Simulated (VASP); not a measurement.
# P (P4/mmm) in VASP: settings compared, part 3 of 3

VASP 6.6.1.

## 6. Electric field gradients, PBE

Input file INCAR:

```
SYSTEM = P
PREC     = Accurate       ! precision mode
ENCUT    = 520            ! plane-wave cutoff, eV
EDIFF    = 1E-8           ! SCF threshold, eV
ISMEAR   = -1             ! smearing method
SIGMA    = 0.08           ! smearing width, eV
LREAL    = .FALSE.        ! projectors in reciprocal space
LASPH    = .TRUE.         ! aspherical terms in the spheres
NELM     = 100            ! most SCF steps
ALGO     = Normal         ! electronic algorithm
ISIF     = 2              ! what is computed and relaxed
LWAVE    = .FALSE.        ! write WAVECAR
LCHARG   = .FALSE.        ! write CHGCAR
GGA      = PE             ! functional
LEFG     = .TRUE.       
NBANDS   = 8              ! bands
```

Input file KPOINTS:

```
regular mesh
0
G
  14 14 13
  0 0 0
```

Input file POSCAR:

```
P
1.0
    4.2729048574      0.0000000000      0.0000000000
    0.0000000000      4.2729048574      0.0000000000
    0.0000000000      0.0000000000      4.3780000000
P
1
Direct
    0.0000000000      0.0000000000      0.0000000000
```

Potentials or basis: VASP PAW PBE potentials, release 64 (P).

The run is started by

```
cat potpaw_PBE.64/P/POTCAR > POTCAR
mpirun -np 1 vasp_std > vasp.out
```

OUTCAR:

```text
SYSTEM = P
   PREC = Accurate
   ENCUT = 520
   EDIFF = 1E-8
   ISMEAR = -1
   LREAL = .FALSE.
   LASPH = .TRUE.
   NELM = 100
   ISIF = 2
   GGA = PE

 ion  position               nearest neighbor table
   1  0.000  0.000  0.000-

  LATTYP: Found a simple tetragonal cell.
 ALAT       =     4.2729048574
 C/A-ratio  =     1.0245957132

  Lattice vectors:

 A1 = (   4.2729048574,   0.0000000000,   0.0000000000)
 A2 = (   0.0000000000,   4.2729048574,   0.0000000000)
 A3 = (   0.0000000000,   0.0000000000,   4.3780000000)

Analysis of symmetry for initial positions (statically):
=====================================================================
 Subroutine PRICEL returns:
 Original cell was already a primitive cell.

 Routine SETGRP: Setting up the symmetry group for a
 simple tetragonal supercell.

 Subroutine GETGRP returns: Found 16 space group operations
 (whereof 16 operations were pure point group operations)
 out of a pool of 16 trial point group operations.

The static configuration has the point symmetry D_4h.

Analysis of symmetry for dynamics (positions and initial velocities):
=====================================================================
 Subroutine PRICEL returns:
 Original cell was already a primitive cell.

 Routine SETGRP: Setting up the symmetry group for a
 simple tetragonal supercell.

 Subroutine GETGRP returns: Found 16 space group operations
 (whereof 16 operations were pure point group operations)
 out of a pool of 16 trial point group operations.

The dynamic configuration has the point symmetry D_4h.

 Subroutine INISYM returns: Found 16 space group operations
 (whereof 16 operations are pure point group operations),
 and found     1 'primitive' translations

----------------------------------------------------------------------------------------

                                     Primitive cell

  volume of cell :      79.9323

  direct lattice vectors                    reciprocal lattice vectors
     4.272904857  0.000000000  0.000000000     0.234032826  0.000000000  0.000000000
     0.000000000  4.272904857  0.000000000     0.000000000  0.234032826  0.000000000
     0.000000000  0.000000000  4.378000000     0.000000000  0.000000000  0.228414801

  length of vectors
     4.272904857  4.272904857  4.378000000     0.234032826  0.234032826  0.228414801

  position of ions in fractional coordinates (direct lattice)
     0.000000000  0.000000000  0.000000000

  ion indices of the primitive-cell ions
   primitive index   ion index
                 1           1

----------------------------------------------------------------------------------------

 KPOINTS: regular mesh

Automatic generation of k-mesh.
 Grid dimensions read from file:
 generate k-points for:   14   14   13

 Generating k-lattice:

[... 66 lines left out ...]
   NFREE  =      0    steps in history (QN), initial steepest desc. (CG)
   ISIF   =      2    stress and relaxation
   ISYM   =      2    0-nonsym 1-usesym 2-fastsym
   POTIM  = 0.5000    time-step for ionic-motion
   TEBEG  =    0.0;   TEEND  =   0.0 temperature during run
   PSTRESS=    0.0 pullay stress
   NELECT =       5.0000    total number of electrons
   NUPDOWN=      -1.0000    fix difference up-down
   EMIN   =  10.00;   EMAX   =-10.00  energy-range for DOS
   EFERMI =   0.00;   METHOD = LEGACY
   ISMEAR =    -1;   SIGMA  =   0.08  broadening in eV -4-tet -1-fermi 0-gaus
   EFERMI_NEDOS =   21; number of points for ismear=-14 and -15
   IALGO  =     38    algorithm
   IMIX   =      4    mixing-type and parameters
     AMIX     =   0.40;   BMIX     =  1.00
     AMIX_MAG =   1.60;   BMIX_MAG =  1.00
  volume/ion in A,a.u.               =      79.93       539.41
  Fermi-wavevector in a.u.,A,eV,Ry     =   0.649866  1.228069  5.746099  0.422326
  Thomas-Fermi vector in A             =   1.718961
   LORBIT       =      0    0 simple, 1 ext, 2 COOP (PROOUT), +10 PAW based schemes
   GGA     = PE    functional components
   LHFCALC =     F    Hartree Fock is set to
   AEXX    =    0.0000 exact exchange contribution
   IVDW    =     0    specifies the selected vdW correction
   LEPSILON=     F    determine dielectric tensor
   LRPA    =     F    only Hartree local field effects (RPA)
 non-spin polarized calculation
  energy-cutoff  :      520.00
  volume of cell :       79.93
 maximum number of plane-waves:      2200
 NGX is ok and might be reduce to    32
   NGX = 15   NGY = 15   NGZ = 17

 number of electron       4.9999999 magnetization

 Free energy of the ion-electron system (eV)
  ---------------------------------------------------
  ext. energy  EPLUGINS =         0.00000000
  ---------------------------------------------------
  free energy    TOTEN  =        -1.16888318 eV

  energy without entropy =       -1.09393098  energy(sigma->0) =       -1.13140708

 E-fermi :  -3.0422     XC(G=0):  -4.9422

 val. band max:       -3.0439417128   @ k =   0.5000   0.3571   0.3077
 cond. band min:      -3.0393501963   @ k =   0.3571   0.2857   0.3846
 fundamental gap:      0.0045915165
 Fermi energy:        -3.0422019366

 k-point     1 :       0.0000    0.0000    0.0000
  band No.  band energies     occupation
      1     -11.8030      2.00000
      2      -2.6068      0.00862
      3      -2.4998      0.00227
      4      -2.4998      0.00227
      5       1.6785      0.00000
      6       4.4704      0.00000
      7       4.5499      0.00000
      8       8.9851      0.00000
[... 243 lines left out ...]
 k-point    24 :       0.3571    0.2143    0.0000
  band No.  band energies     occupation
      1     -11.6075      2.00000
      2      -3.5511      1.99655
      3      -2.9324      0.40426
      4      -2.4342      0.00100
      5       3.4402      0.00000
      6       4.6085      0.00000
      7       5.8253      0.00000
      8       6.6287      0.00000

 [... further k-points ...]

------------------------ aborting loop because EDIFF is reached ----------------------------------------

  FORCE on cell =-STRESS in cart. coord.  units (eV):
  Direction    XX          YY          ZZ          XY          YZ          ZX
  --------------------------------------------------------------------------------------
  -------------------------------------------------------------------------------------
  Total       -1.8251842     -1.8251842     -1.6218996      0.0000000      0.0000000      0.0000000
  in kB      -36.5843281    -36.5843281    -32.5096533      0.0000000      0.0000000      0.0000000
  external PRESSURE =     -35.2261032 kB  Pullay stress =       0.0000000 kB

 VOLUME and BASIS-vectors are now :
 -----------------------------------------------------------------------------
  energy-cutoff  :      520.00
  volume of cell :       79.93
      direct lattice vectors                 reciprocal lattice vectors
     4.272904857  0.000000000  0.000000000     0.234032826  0.000000000  0.000000000
     0.000000000  4.272904857  0.000000000     0.000000000  0.234032826  0.000000000
     0.000000000  0.000000000  4.378000000     0.000000000  0.000000000  0.228414801

 POSITION                                       TOTAL-FORCE (eV/Angst)
 -----------------------------------------------------------------------------------
      0.00000      0.00000      0.00000         0.000000      0.000000      0.000000
 -----------------------------------------------------------------------------------
    total drift:                                0.000000      0.000000      0.000000

  FREE ENERGIE OF THE ION-ELECTRON SYSTEM (eV)
  ---------------------------------------------------
  free  energy   TOTEN  =        -1.1688831813 eV

  energy  without entropy=       -1.0939309845  energy(sigma->0) =       -1.13140708

 Electric field gradients (V/A^2)
---------------------------------------------------------------------
 ion       V_xx      V_yy      V_zz      V_xy      V_xz      V_yz
---------------------------------------------------------------------
   1       0.314     0.314    -0.628     0.000     0.000     0.000
---------------------------------------------------------------------

 Electric field gradients after diagonalization (V/A^2)
 (convention: |V_zz| > |V_xx| > |V_yy|)
----------------------------------------------------------------------
 ion       V_xx      V_yy      V_zz     asymmetry (V_yy - V_xx)/ V_zz
----------------------------------------------------------------------
   1       0.314     0.314    -0.628       0.000
----------------------------------------------------------------------

           NMR quadrupolar parameters

 Cq : quadrupolar parameter    Cq=e*Q*V_zz/h
 eta: asymmetry parameters     (V_yy - V_xx)/ V_zz
 Q  : nuclear electric quadrupole moment in mb (millibarn)
----------------------------------------------------------------------
 ion       Cq(MHz)       eta       Q (mb)
----------------------------------------------------------------------
   1      -0.002       0.000       1.000
----------------------------------------------------------------------
```

Run time: 84 s. Hardware: 1 thread of Intel Xeon Platinum 8375C at 2.90GHz (Ice Lake), shared host; peak memory 0.27 GiB.

What came out:

| Quantity | Value |
| --- | --- |
| Free energy | -1.1689 eV |
| Pressure | -3.5 GPa |
| Band gap on the k mesh | zero (an odd number of electrons rules out a gap without spin polarisation) |
| Largest electric field gradient by atom | P -0.6 V/Å² |

Electric field gradients, principal values (V/Å²):
```tsv
atom	least	middle	greatest (by size)
1 P	0.314	0.314	-0.628
```

Caveat: the cell stands under tension; without QUAD_EFG the Cq values of the log hold for a quadrupole moment of 1 mb, not for the nuclei.

## 7. The runs side by side

| level | potentials or basis | cell | k mesh | cutoff (eV) | smearing | gap on the mesh (eV) | pressure (GPa) |
| --- | --- | --- | --- | --- | --- | --- | --- |
| LDA | VASP PAW LDA potentials, release 64 (P) | a = 4.273, b = 4.273, c = 4.378 Å, 1 atom | 10 × 10 × 9 | 400 | fermi-dirac 0.08 eV | none | -4.1 |
| r2SCAN | VASP PAW PBE potentials, release 64 (P) | a = 4.273, b = 4.273, c = 4.378 Å, 1 atom | 10 × 10 × 9 | 440 | fermi-dirac 0.08 eV | none | -3.9 |
| LDA | VASP PAW LDA potentials, release 64 (P) | a = 4.273, b = 4.273, c = 4.378 Å, 1 atom | 10 × 10 × 9 | 400 | gaussian 0.01 eV | none | -4.2 |
| PBE | VASP PAW PBE potentials, release 64 (P) | a = 4.361, b = 4.361, c = 4.203 Å, 1 atom | 10 × 10 × 9 | 520 | fermi-dirac 0.08 eV | none | -3.5 |
| PBE | VASP PAW PBE potentials, release 64 (P) | a = 4.273, b = 4.273, c = 4.378 Å, 1 atom | 14 × 14 × 13 | 520 | fermi-dirac 0.08 eV | none | -3.5 |

Alike in all rows: task electric field gradients; no spin polarisation.

Caveats: the cell stands under tension; the PAW data sets were made with another functional, which shifts forces and pressure a little (at least some runs).

Absolute energies hang on the potentials; compare differences alone.
